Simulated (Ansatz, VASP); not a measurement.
## AlN in VASP and in Ansatz

Contents of INCAR:

```
PREC = Accurate ; ENCUT = 520
EDIFF = 1E-7 ; ISMEAR = 0
SIGMA = 0.05 ; LREAL = False
LASPH = True ; NELM = 80
ALGO = Normal ; ISIF = 2
LWAVE = False ; LCHARG = False
GGA = PE ; NBANDS = 26
```

The input KPOINTS:

```
Automatic mesh
0
Gamma
  6 6 6
```

The input POSCAR:

```
AlN
1.0
    4.4025164325      0.0000000000      0.0000000000
    0.0000000000     -4.4025164325      0.0000000000
    0.0000000000      0.0000000000     -4.4025164325
Al N
4 4
Direct
   -0.0404747856      0.0572399908     -0.0404747856
    0.5000000000      0.5000000000      0.0000000000
    0.5000000000      0.0000000000      0.5000000000
    0.0000000000      0.5000000000      0.5000000000
    0.7500000000      0.7500000000      0.7500000000
    0.2500000000      0.2500000000      0.7500000000
    0.2500000000      0.7500000000      0.2500000000
    0.7500000000      0.2500000000      0.2500000000
```

Input for Ansatz:

```yaml
crystal:
  lattice:
    - [4.4025164325, 0.0, 0.0]
    - [0.0, -4.4025164325, 0.0]
    - [0.0, 0.0, -4.4025164325]
  atoms:
    - { symbol: Al, position: [-0.0404747856, 0.0572399908, -0.0404747856] }
    - { symbol: Al, position: [0.5, 0.5, 0.0] }
    - { symbol: Al, position: [0.5, 0.0, 0.5] }
    - { symbol: Al, position: [0.0, 0.5, 0.5] }
    - { symbol: "N", position: [0.75, 0.75, 0.75] }
    - { symbol: "N", position: [0.25, 0.25, 0.75] }
    - { symbol: "N", position: [0.25, 0.75, 0.25] }
    - { symbol: "N", position: [0.75, 0.25, 0.25] }
basis:
  ecutwfc: 420
kpoints:
  mp_grid: { grid: [6, 6, 6] }
hamiltonian:
  xc: pbe
  pseudopotentials: { kind: paw, azcp: { folder: soft_1 } }
scf:
  occupations: { method: gaussian, width: 0.05 }
output:
  forces: true
  stress: true
  eigenvalues: true
  write_density: true
  write_potential: true
  elf: true
  volumetric_format: npy
```

Alike in both runs: task single point; functional PBE; k mesh 6 × 6 × 6; occupations gaussian, width 0.05 eV; no spin polarisation.

|  | VASP | Ansatz |
| --- | --- | --- |
| version | VASP 6.6.1 | Ansatz 0.2.0 |
| potentials or method | VASP PAW PBE potentials, release 64 (Al, N), cutoff 520 eV | scalar-relativistic, plane waves, PAW |
| valence electrons in the cell | 32 | 32 |

Ansatz gave:

| Item | Value |
| --- | --- |
| gap on the k mesh at the Fermi level (eV) | 1.31 |
| least direct gap on the mesh (eV) | 1.32 |
| pressure (GPa) | 2.7 |
| traceless stress, the component that is largest in VASP (GPa) | 2.42 |
| rms of the force components (eV/Å) | 1.198 |

Problem. What did VASP give for the same quantities?

Solution. gap on the k mesh at the Fermi level (eV): 1.31; least direct gap on the mesh (eV): 1.31; pressure (GPa): 2.6; traceless stress, the component that is largest in VASP (GPa): 2.43; rms of the force components (eV/Å): 1.198.

Atom by atom the forces differ by 0.004 eV/Å (rms over components). With one functional, cell and mesh, what is left measures potentials, basis and numerics.
